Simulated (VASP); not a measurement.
TiC: single point with PBE

Crystal: TiC.

```
Ti C
1.0
     0.00000    2.05814    2.11230
     2.05814    0.00000    2.11230
     2.05814    2.05814    0.00000
Ti C
1 1
Direct
  0.00000 0.00000 0.00000
  0.50000 0.50000 0.50000
```

This cell differs from its parent crystal: strain -0.050 along x and y, -0.025 along z.

```
Program             : VASP 6.6.1
Task                : single point
Functional          : PBE
Potentials or basis : VASP PAW PBE potentials, release 64 (Ti_sv, C)
Cutoff              : 520 eV
k mesh              : 24 × 24 × 24
Occupations         : gaussian, width 0.15 eV
Spin                : no spin polarisation
```

```json
{
  "Pressure": "41.9 GPa",
  "Band gap on the k mesh": "zero (band 8 reaches 11.78 eV, above the bottom of band 9 at 10.47 eV)"
}
```

Stress tensor (GPa, compression positive):
```
47.44  0.00  0.00
 0.00 47.44  0.00
 0.00  0.00 30.68
```

Levels at points of the mesh, in eV from the Fermi level:
```tsv
k point	band 5	band 6	band 7	band 8	band 9	band 10	band 11	band 12
(0.00, 0.00, 0.00)	-12.99	0.56	0.80	0.80	1.73	1.85	1.88	1.88
(0.50, 0.00, 0.00)	-8.85	-6.45	-3.38	-3.32	3.37	3.50	4.87	8.92
(0.50, 0.50, 0.00)	-10.69	-3.70	-2.01	0.23	0.23	3.18	4.15	4.15
(0.50, 0.00, 0.50)	-10.65	-3.37	-2.06	-0.02	0.05	3.19	4.07	4.27
```

Run time: 2.3 min on 1 thread of Intel(R) Xeon(R) Platinum 8488C (Sapphire Rapids), on a shared host, peak memory 0.4 GiB.

Caveat: the cell differs from its parent crystal (strain -0.050 along x and y, -0.025 along z).
